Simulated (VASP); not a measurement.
## Ni: single point with PBE

The system is Ni.

```
CELL_PARAMETERS angstrom
0.00000 1.77240 1.77240
1.77240 0.00000 1.77240
1.77240 1.77240 0.00000
ATOMIC_POSITIONS crystal
Ni 0.00000 0.00000 0.00000
```

| Property | Result |
| --- | --- |
| Program | VASP 6.6.1 |
| Task | single point |
| Functional | PBE |
| Potentials or basis | VASP PAW PBE potentials, release 64 (Ni) |
| Cutoff | 520 eV |
| k mesh | 15 × 15 × 15 |
| Occupations | fermi-dirac, width 0.05 eV |
| Spin | collinear spin, ferromagnetic start |
| Starting moments | [0.73] μB |
| Fixed moment | 0.73 μB |
| Dipole correction | no |
| Further INCAR settings | ALGO = Normal; EDIFF = 1e-07; NBANDS = 15 |

```
Pressure                                              : -3.6 GPa
Net moment                                            : 0.73 μB per cell
Site moments                                          : Ni +0.74 μB
Valence electrons inside the program's atomic spheres : Ni 9.27
```

It took 24 s on 1 thread of Intel(R) Xeon(R) 6975P-C (Granite Rapids), with other jobs on the host, peak memory 0.14 GiB.

Caveat: the total moment is fixed, so each spin has its own Fermi level.
